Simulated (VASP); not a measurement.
A run of VASP 6.6.1 is set up as follows.

INCAR

```
PREC = Accurate ; ENCUT = 520
EDIFF = 1E-7 ; ISMEAR = 0
SIGMA = 0.15 ; LREAL = F
LASPH = T ; NELM = 60
ALGO = Fast ; ISIF = 2
LWAVE = F ; LCHARG = F
GGA = PE ; NBANDS = 12
```

KPOINTS

```
Automatic mesh
0
Gamma
  24 24 24
```

POSCAR

```
Cr
1.0
   -1.5573060000      1.5573060000      1.4996280000
    1.5573060000     -1.5573060000      1.4996280000
    1.5573060000      1.5573060000     -1.4996280000
Cr
1
Direct
    0.0000000000      0.0000000000      0.0000000000
```

Potentials or basis: VASP PAW PBE potentials, release 64 (Cr_pv).

The run is started by

```sh
$ cat potpaw_PBE.64/Cr_pv/POTCAR > POTCAR
$ mpirun -np 1 vasp_std > vasp.out
```

Estimate the pressure.

-36.1 GPa.

What does it give for the band gap on the k mesh?

Zero (band 6 reaches 9.73 eV, above the bottom of band 7 at 7.37 eV).

Stress tensor (GPa, compression positive):
```
-38.56   0.00   0.00
  0.00 -38.56   0.00
  0.00   0.00 -31.07
```

Caveat: the cell differs from its parent crystal (strain +0.080 along x and y, +0.040 along z); the run has no spin polarisation, though such a crystal can be magnetic. Spin polarisation is off, so any magnetic state and its effect on volume and gap are missing.
